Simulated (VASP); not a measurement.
# Al in VASP: a series of runs

The runs below take Al through single point, with PBEsol.

Everything below comes from runs of VASP 6.6.1. Logs are shortened: lines on timing, memory, paths and dates and some standing lists are left out, and cuts for length are marked.

## (1) The cell of the first run

The typed cell holds 1 atom: a = 2.835 Å, b = 2.835 Å, c = 2.835 Å, α = 120.00°, β = 120.00°, γ = 90.01°.

## (2) Single point, PBEsol

The input, INCAR:

```
PREC = Accurate
ENCUT = 520
EDIFF = 1E-7
ISMEAR = 0
SIGMA = 0.15
LREAL = F
LASPH = T
NELM = 60
ALGO = Normal
ISIF = 2
LWAVE = F
LCHARG = F
GGA = PS
NBANDS = 8
```

The input, KPOINTS:

```
regular mesh
0
Gamma
  24 24 24
```

The input, POSCAR:

```
Al
1.0
   -1.4176860570      1.4176860570      2.0046080847
    1.4176860570     -1.4176860570      2.0046080847
    1.4176860570      1.4176860570     -2.0046080847
Al
1
Direct
    0.0000000000      0.0000000000      0.0000000000
```

Potentials or basis: VASP PAW PBE potentials, release 64 (Al).

Command:

```sh
$ cat potpaw_PBE.64/Al/POTCAR > POTCAR
$ mpirun -np 1 vasp_std > vasp.out
```

OUTCAR:

```text
PREC = Accurate
   ENCUT = 520
   EDIFF = 1E-7
   ISMEAR = 0
   LREAL = F
   LASPH = T
   NELM = 60
   ISIF = 2
   GGA = PS

 ion  position               nearest neighbor table
   1  0.000  0.000  0.000-

  LATTYP: Found a body centered tetragonal cell.
 ALAT       =     2.8353721140
 C/A-ratio  =     1.4140000001

  Lattice vectors:

 A1 = (  -1.4176860570,   1.4176860570,   2.0046080847)
 A2 = (   1.4176860570,  -1.4176860570,   2.0046080847)
 A3 = (   1.4176860570,   1.4176860570,  -2.0046080847)

Analysis of symmetry for initial positions (statically):
=====================================================================
 Subroutine PRICEL returns:
 Original cell was already a primitive cell.

 Routine SETGRP: Setting up the symmetry group for a
 body centered tetragonal supercell.

 Subroutine GETGRP returns: Found 16 space group operations
 (whereof 16 operations were pure point group operations)
 out of a pool of 16 trial point group operations.

The static configuration has the point symmetry D_4h.

Analysis of symmetry for dynamics (positions and initial velocities):
=====================================================================
 Subroutine PRICEL returns:
 Original cell was already a primitive cell.

 Routine SETGRP: Setting up the symmetry group for a
 body centered tetragonal supercell.

 Subroutine GETGRP returns: Found 16 space group operations
 (whereof 16 operations were pure point group operations)
 out of a pool of 16 trial point group operations.

The dynamic configuration has the point symmetry D_4h.

 Subroutine INISYM returns: Found 16 space group operations
 (whereof 16 operations are pure point group operations),
 and found     1 'primitive' translations

----------------------------------------------------------------------------------------

                                     Primitive cell

  volume of cell :      16.1157

  direct lattice vectors                    reciprocal lattice vectors
    -1.417686057  1.417686057  2.004608085     0.000000000  0.352687393  0.249425314
     1.417686057 -1.417686057  2.004608085     0.352687393  0.000000000  0.249425314
     1.417686057  1.417686057 -2.004608085     0.352687393  0.352687393  0.000000000

  length of vectors
     2.835158035  2.835158035  2.835158035     0.431973824  0.431973824  0.498775295

  position of ions in fractional coordinates (direct lattice)
     0.000000000  0.000000000  0.000000000

  ion indices of the primitive-cell ions
   primitive index   ion index
                 1           1

----------------------------------------------------------------------------------------

 KPOINTS: regular mesh

Automatic generation of k-mesh.
 Grid dimensions read from file:
 generate k-points for:   24   24   24

 Generating k-lattice:

  Cartesian coordinates                     Fractional coordinates (reciprocal lattice)
     0.000000000  0.014695308  0.010392721     0.041666667  0.000000000  0.000000000
     0.014695308  0.000000000  0.010392721     0.000000000  0.041666667  0.000000000
     0.014695308  0.014695308  0.000000000     0.000000000  0.000000000  0.041666667

  Length of vectors
     0.017998909  0.017998909  0.020782304

  Shift w.r.t. Gamma in fractional coordinates (k-lattice)
     0.000000000  0.000000000  0.000000000

 Subroutine IBZKPT returns following result:
 ===========================================

 Found   1063 irreducible k-points:

 Following reciprocal coordinates:
            Coordinates               Weight
  0.000000  0.000000  0.000000      1.000000
  0.041667 -0.000000  0.000000      8.000000
  0.083333  0.000000  0.000000      8.000000
  0.125000  0.000000  0.000000      8.000000
  0.166667  0.000000  0.000000      8.000000
  0.208333  0.000000  0.000000      8.000000
[... 16 lines left out ...]
  0.416667  0.041667  0.000000     16.000000
  0.458333  0.041667  0.000000     16.000000
 [... further k-points ...]
   k-points           NKPTS =   1063   k-points in BZ     NKDIM =   1063   number of bands    NBANDS=      8
   number of dos      NEDOS =    301   number of ions     NIONS =      1
   total plane-waves  NPLWV =  13824
   dimension x,y,z NGX =    24 NGY =   24 NGZ =   24
   dimension x,y,z NGXF=    48 NGYF=   48 NGZF=   48
   ions per type =               1
   NGX,Y,Z   is equivalent  to a cutoff of  14.07, 14.07, 14.07 a.u.
   NGXF,Y,Z  is equivalent  to a cutoff of  28.15, 28.15, 28.15 a.u.
 SYSTEM =  unknown system
   PREC   = accura    normal or accurate (medium, high low for compatibility)
   ISTART =      0    job   : 0-new  1-cont  2-samecut
   ICHARG =      2    charge: 1-file 2-atom 10-const
   ISPIN  =      1    spin polarized calculation?
   LNONCOLLINEAR =      F non collinear calculations
   LSORBIT =      F    spin-orbit coupling
   LASPH  =      T    aspherical Exc in radial PAW
   ENCUT  =  520.0 eV  38.22 Ry    6.18 a.u.   5.27  5.27  5.27*2*pi/ulx,y,z
   NELM   =     60;   NELMIN=  2; NELMDL= -5     # of ELM steps
   EDIFF  = 0.1E-06   stopping-criterion for ELM
   LREAL  =      F    real-space projection
   EDIFFG = 0.1E-05   stopping-criterion for IOM
   NSW    =      0    number of steps for IOM
   IBRION =     -1    ionic relax: 0-MD 1-quasi-New 2-CG
   NFREE  =      0    steps in history (QN), initial steepest desc. (CG)
   ISIF   =      2    stress and relaxation
   ISYM   =      2    0-nonsym 1-usesym 2-fastsym
   POTIM  = 0.5000    time-step for ionic-motion
   TEBEG  =    0.0;   TEEND  =   0.0 temperature during run
   PSTRESS=    0.0 pullay stress
   NELECT =       3.0000    total number of electrons
   NUPDOWN=      -1.0000    fix difference up-down
   EMIN   =  10.00;   EMAX   =-10.00  energy-range for DOS
   EFERMI =   0.00;   METHOD = LEGACY
   ISMEAR =     0;   SIGMA  =   0.15  broadening in eV -4-tet -1-fermi 0-gaus
   EFERMI_NEDOS =   21; number of points for ismear=-14 and -15
   IALGO  =     38    algorithm
   IMIX   =      4    mixing-type and parameters
     AMIX     =   0.40;   BMIX     =  1.00
     AMIX_MAG =   1.60;   BMIX_MAG =  1.00
  volume/ion in A,a.u.               =      16.12       108.75
  Fermi-wavevector in a.u.,A,eV,Ry     =   0.934757  1.766435 11.888371  0.873771
  Thomas-Fermi vector in A             =   2.061595
   LORBIT       =      0    0 simple, 1 ext, 2 COOP (PROOUT), +10 PAW based schemes
   GGA     = PS    functional components
   LHFCALC =     F    Hartree Fock is set to
   AEXX    =    0.0000 exact exchange contribution
   IVDW    =     0    specifies the selected vdW correction
   LEPSILON=     F    determine dielectric tensor
   LRPA    =     F    only Hartree local field effects (RPA)
 non-spin polarized calculation
 Gauss-broadening in eV      SIGMA  =   0.15
  energy-cutoff  :      520.00
  volume of cell :       16.12
 maximum number of plane-waves:       448
 NGX is ok and might be reduce to    24
   NGX = 11   NGY = 11   NGZ = 11

 number of electron       3.0000000 magnetization

 Free energy of the ion-electron system (eV)
  ---------------------------------------------------
  ext. energy  EPLUGINS =         0.00000000
  ---------------------------------------------------
  free energy    TOTEN  =        -4.09314804 eV

  energy without entropy =       -4.08801532  energy(sigma->0) =       -4.09058168

 E-fermi :   8.2087     XC(G=0): -10.3432

 val. band max:        8.2087074897   @ k =  -0.3750   0.3750   0.3333
 cond. band min:       8.2149668577   @ k =  -0.3333   0.5000   0.2917
 fundamental gap:      0.0062593680
 Fermi energy:         8.2087211993

 k-point     1 :       0.0000    0.0000    0.0000
  band No.  band energies     occupation
      1      -3.0963      2.00000
      2      20.9222      0.00000
      3      20.9222      0.00000
      4      20.9238      0.00000
      5      22.5937      0.00000
      6      22.5941      0.00000
      7      22.5941      0.00000
      8      24.8536      0.00000

 k-point     2 :       0.0417   -0.0000    0.0000
  band No.  band energies     occupation
      1      -3.0484      2.00000
      2      19.9436      0.00000
      3      20.7438      0.00000
      4      20.7450      0.00000
      5      22.8477      0.00000
      6      22.8480      0.00000
      7      23.0249      0.00000
      8      25.3676      0.00000

 k-point     3 :       0.0833    0.0000    0.0000
  band No.  band energies     occupation
      1      -2.9047      2.00000
      2      18.3182      0.00000
      3      20.3849      0.00000
      4      20.3862      0.00000
      5      23.2121      0.00000
      6      23.4268      0.00000
      7      23.4272      0.00000
      8      26.7092      0.00000

 k-point     4 :       0.1250    0.0000    0.0000
  band No.  band energies     occupation
      1      -2.6655      2.00000
      2      16.6126      0.00000
      3      20.0167      0.00000
      4      20.0181      0.00000
      5      23.1465      0.00000
      6      24.1176      0.00000
      7      24.1176      0.00000
      8      26.0399      0.00000

 k-point     5 :       0.1667    0.0000    0.0000
  band No.  band energies     occupation
      1      -2.3314      2.00000
      2      14.9198      0.00000
      3      19.6952      0.00000
      4      19.6969      0.00000
      5      23.0094      0.00000
      6      24.4884      0.00000
      7      24.4915      0.00000
      8      25.6502      0.00000

 k-point     6 :       0.2083    0.0000    0.0000
  band No.  band energies     occupation
      1      -1.9030      2.00000
      2      13.2702      0.00000
      3      19.4390      0.00000
      4      19.4409      0.00000
      5      22.8711      0.00000
      6      23.9172      0.00000
      7      23.9222      0.00000
      8      26.3206      0.00000

 k-point     7 :       0.2500    0.0000    0.0000
  band No.  band energies     occupation
      1      -1.3812      2.00000
      2      11.6784      0.00000
      3      19.2553      0.00000
      4      19.2574      0.00000
      5      22.7668      0.00000
      6      23.1509      0.00000
      7      23.1559      0.00000
      8      27.2265      0.00000

 k-point     8 :       0.2917    0.0000    0.0000
  band No.  band energies     occupation
      1      -0.7670      2.00000
      2      10.1525      0.00000
      3      19.1474      0.00000
      4      19.1498      0.00000
      5      22.4130      0.00000
      6      22.4178      0.00000
      7      22.7174      0.00000
      8      26.4850      0.00000

 k-point     9 :       0.3333    0.0000    0.0000
  band No.  band energies     occupation
      1      -0.0617      2.00000
      2       8.6978      0.00000
      3      19.1172      0.00000
      4      19.1198      0.00000
      5      21.7373      0.00000
      6      21.7419      0.00000
      7      22.7360      0.00000
      8      25.7862      0.00000

 k-point    10 :       0.3750    0.0000    0.0000
  band No.  band energies     occupation
      1       0.7333      2.00000
      2       7.3182      2.00000
      3      19.1655      0.00000
      4      19.1683      0.00000
      5      21.1342      0.00000
      6      21.1386      0.00000
      7      22.8301      0.00000
      8      25.1443      0.00000
[... 78 lines left out ...]
 k-point    18 :       0.2083    0.0417    0.0000
  band No.  band energies     occupation
      1      -1.6972      2.00000
      2      12.7637      0.00000
      3      18.1792      0.00000
      4      20.2624      0.00000
      5      22.8698      0.00000
      6      23.1910      0.00000
      7      24.1298      0.00000
      8      25.8132      0.00000

 k-point    19 :       0.2500    0.0417   -0.0000
  band No.  band energies     occupation
      1      -1.1446      2.00000
      2      11.1965      0.00000
      3      18.0113      0.00000
      4      20.1142      0.00000
      5      22.0869      0.00000
      6      23.0742      0.00000
      7      23.3974      0.00000
      8      26.8649      0.00000

 k-point    20 :       0.2917    0.0417    0.0000
  band No.  band energies     occupation
      1      -0.5001      2.00000
      2       9.6959      0.00000
      3      17.9234      0.00000
      4      20.0385      0.00000
      5      21.3569      0.00000
      6      22.5922      0.00000
      7      23.1346      0.00000
      8      26.6780      0.00000

 k-point    21 :       0.3333    0.0417    0.0000
  band No.  band energies     occupation
      1       0.2350      2.00000
      2       8.2673      0.58097
      3      17.9160      0.00000
      4      20.0386      0.00000
      5      20.6977      0.00000
      6      21.9507      0.00000
      7      23.1656      0.00000
      8      26.0379      0.00000

 k-point    22 :       0.3750    0.0417    0.0000
  band No.  band energies     occupation
      1       1.0593      2.00000
      2       6.9144      2.00000
      3      17.9897      0.00000
      4      20.1035      0.00000
      5      20.1279      0.00000
      6      21.3704      0.00000
      7      23.2844      0.00000
      8      25.4378      0.00000

 k-point    23 :       0.4167    0.0417    0.0000
  band No.  band energies     occupation
      1       1.9705      2.00000
      2       5.6408      2.00000
      3      18.1446      0.00000
      4      19.6112      0.00000
      5      20.2731      0.00000
      6      20.8645      0.00000
      7      23.4855      0.00000
      8      24.9001      0.00000

 k-point    24 :       0.4583    0.0417    0.0000
  band No.  band energies     occupation
      1       2.9622      2.00000
      2       4.4538      2.00000
      3      18.3808      0.00000
      4      19.1882      0.00000
      5      20.4368      0.00000
      6      20.5084      0.00000
      7      23.7674      0.00000
      8      24.4364      0.00000

 [... further k-points ...]

------------------------ aborting loop because EDIFF is reached ----------------------------------------

  FORCE on cell =-STRESS in cart. coord.  units (eV):
  Direction    XX          YY          ZZ          XY          YZ          ZX
  --------------------------------------------------------------------------------------
  -------------------------------------------------------------------------------------
  Total        0.0336584      0.0336584      0.0342010      0.0000000     -0.0000000      0.0000000
  in kB        3.3462232      3.3462232      3.4001641      0.0000000     -0.0000000      0.0000000
  external PRESSURE =       3.3642035 kB  Pullay stress =       0.0000000 kB

 VOLUME and BASIS-vectors are now :
 -----------------------------------------------------------------------------
  energy-cutoff  :      520.00
  volume of cell :       16.12
      direct lattice vectors                 reciprocal lattice vectors
    -1.417686057  1.417686057  2.004608085     0.000000000  0.352687393  0.249425314
     1.417686057 -1.417686057  2.004608085     0.352687393  0.000000000  0.249425314
     1.417686057  1.417686057 -2.004608085     0.352687393  0.352687393  0.000000000

 POSITION                                       TOTAL-FORCE (eV/Angst)
 -----------------------------------------------------------------------------------
      0.00000      0.00000      0.00000         0.000000      0.000000      0.000000
 -----------------------------------------------------------------------------------
    total drift:                                0.000000      0.000000      0.000000

  FREE ENERGIE OF THE ION-ELECTRON SYSTEM (eV)
  ---------------------------------------------------
  free  energy   TOTEN  =        -4.0931480399 eV

  energy  without entropy=       -4.0880153211  energy(sigma->0) =       -4.09058168
```

Wall time 2.8 min (1 thread of Intel Xeon 8259CL, shared host); peak memory 0.23 GiB.

Results:

```yaml
Free_energy: -4.0931 eV
Pressure: 0.3 GPa
Band_gap_on_the_k_mesh: zero (an odd number of electrons rules out a gap without spin polarisation)
```

Levels at points of the mesh, in eV from the Fermi level:
```tsv
k point	band 1	band 2	band 3	band 4	band 5
(0.00, 0.00, 0.00)	-11.31	12.71	12.71	12.72	14.38
(0.50, 0.00, 0.00)	-4.70	-4.42	11.53	11.53	11.63
(0.50, 0.50, 0.00)	-2.99	-1.63	5.25	5.69	5.69
(0.50, 0.50, 0.50)	-2.99	-1.62	5.24	5.68	5.68
```

Caveat: the PAW data sets were made with another functional, which shifts forces and pressure a little.

## (3) Single point, PBEsol

The input, INCAR:

```
PREC = Accurate
ENCUT = 520
EDIFF = 1E-6
ISMEAR = 0
SIGMA = 0.15
LREAL = False
LASPH = True
NELM = 60
ALGO = Normal
ISIF = 2
LWAVE = False
LCHARG = True
GGA = PS
LELF = True
LVHAR = True
NBANDS = 8
```

KPOINTS is that of step 2.

The input, POSCAR:

```
Al
1.0
   -1.3900575627      1.3900575627      2.0850863441
    1.3900575627     -1.3900575627      2.0850863441
    1.3900575627      1.3900575627     -2.0850863441
Al
1
Direct
    0.0000000000      0.0000000000      0.0000000000
```

Potentials or basis: VASP PAW PBE potentials, release 64 (Al).

Command:

```sh
$ cat potpaw_PBE.64/Al/POTCAR > POTCAR
$ mpirun -np 1 vasp_std > vasp.out
```

Wall time 2.2 min (1 thread of Intel Xeon 8259CL, shared host); peak memory 0.23 GiB.

Results (log left out):

```
Free energy            : -4.0876 eV
Pressure               : 0.6 GPa
Band gap on the k mesh : zero (an odd number of electrons rules out a gap without spin polarisation)
```

Stress tensor (GPa, compression positive):
```
 1.77  0.00  0.00
 0.00  1.77  0.00
 0.00  0.00 -1.63
```

Levels at points of the mesh, in eV from the Fermi level:
```csv
k point,band 1,band 2,band 3,band 4
"(0.00, 0.00, 0.00)",-11.30,12.32,12.99,12.99
"(0.50, 0.00, 0.00)",-4.68,-4.40,10.73,10.78
"(0.50, 0.50, 0.00)",-2.68,-1.21,5.07,5.16
"(0.50, 0.50, 0.50)",-3.52,-2.41,5.72,6.45
```

Caveat: the PAW data sets were made with another functional, which shifts forces and pressure a little.
